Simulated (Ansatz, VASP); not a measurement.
**Two plane-wave programs on Mg**

```
CELL_PARAMETERS angstrom
3.20930 0.00000 0.00000
-1.60465 2.77934 0.00000
0.00000 0.00000 5.21030
ATOMIC_POSITIONS crystal
Mg 0.33333 0.66667 0.25000
Mg 0.66667 0.33333 0.75000
```

Alike in both runs: functional PBE; k mesh 12 × 12 × 7; occupations fermi-dirac, width 0.05 eV; no spin polarisation.

Ansatz relaxed the structure, and its values are those at the end. VASP's run is a single point on that final structure, the one shown.

|  | VASP | Ansatz |
| --- | --- | --- |
| version | VASP 6.6.1 | Ansatz 0.2.0 |
| potentials or method | VASP PAW PBE potentials, release 64 (Mg) | plane-wave PAW, scalar-relativistic |
| plane-wave cutoff (eV) | 520 | 420 |
| valence electrons in the cell | 4 | 20 |

```csv
,VASP,Ansatz,Ansatz less VASP
pressure (GPa),-0.6,-0.5,+0.13
```

VASP's potentials hold 4 valence electrons a cell and Ansatz's 20, so a difference there can come from the potentials and not from the codes. Ansatz's warnings: stress scf threshold loose.
